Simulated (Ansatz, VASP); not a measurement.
**Cu: VASP beside Ansatz**

INCAR

```
SYSTEM = Cu
ALGO     = Normal         ! electronic algorithm
EDIFF    = 1E-6           ! SCF threshold, eV
ENCUT    = 520            ! plane-wave cutoff, eV
GGA      = RE             ! functional
ISIF     = 2              ! what is computed and relaxed
ISMEAR   = -1             ! smearing method
LASPH    = .TRUE.         ! aspherical terms in the spheres
LCHARG   = .TRUE.         ! write CHGCAR
LELF     = .TRUE.         ! ELF
LREAL    = .FALSE.        ! projectors in reciprocal space
LVHAR    = .TRUE.       
LWAVE    = .FALSE.        ! write WAVECAR
NBANDS   = 12             ! bands
NELM     = 60             ! most SCF steps
PREC     = Accurate       ! precision mode
SIGMA    = 0.1            ! smearing width, eV
```

Contents of KPOINTS:

```
k-points
0
G
  14 14 14
  0 0 0
```

File POSCAR:

```
Cu
1.0
    2.4931320597      0.0000000000      0.0000000000
    0.0000000000      2.4931320597      0.0000000000
    0.0000000000      0.0000000000      2.4931320597
Cu
1
Direct
    0.0000000000      0.0000000000      0.0000000000
```

Input for Ansatz:

```yaml
crystal:
  lattice:
    - [2.4931320597, 0.0, 0.0]
    - [0.0, 2.4931320597, 0.0]
    - [0.0, 0.0, 2.4931320597]
  atoms:
    - { symbol: Cu, position: [0.0, 0.0, 0.0] }
hamiltonian:
  xc: revpbe
  pseudopotentials:
    kind: paw
    azcp:
      Cu: "pseudopotentials/Cu.paw.azcp"
basis:
  ecutwfc: 420
  fft_grid_basis: typed
kpoints:
  mp_grid: { grid: [14, 14, 14], shift: [0, 0, 0] }
magnetization:
  spin_polarized: false
scf:
  occupations: { method: fermi_dirac, width: 0.1 }
  lower_state_search: "off"
output:
  stress: true
  write_density: true
  write_potential: true
  elf: true
  volumetric_format: npy
```

Alike in both runs: task single point; functional revPBE; k mesh 14 × 14 × 14; occupations fermi-dirac, width 0.1 eV; no spin polarisation.

|  | VASP | Ansatz |
| --- | --- | --- |
| version | VASP 6.6.1 | Ansatz 0.2.0 |
| potentials or method | VASP PAW PBE potentials, release 64 (Cu), cutoff 520 eV | plane waves (420 eV) with PAW, scalar-relativistic |
| valence electrons in the cell | 11 | 19 |

```tsv
	VASP	Ansatz	Ansatz less VASP
pressure (GPa)	-5.1	-5.9	-0.76
```

VASP's potentials were made for PBE, not for revPBE. With one functional, cell and mesh, what is left measures potentials, basis and numerics. VASP's potentials hold 11 valence electrons a cell and Ansatz's 19, so a difference there can come from the potentials and not from the codes.
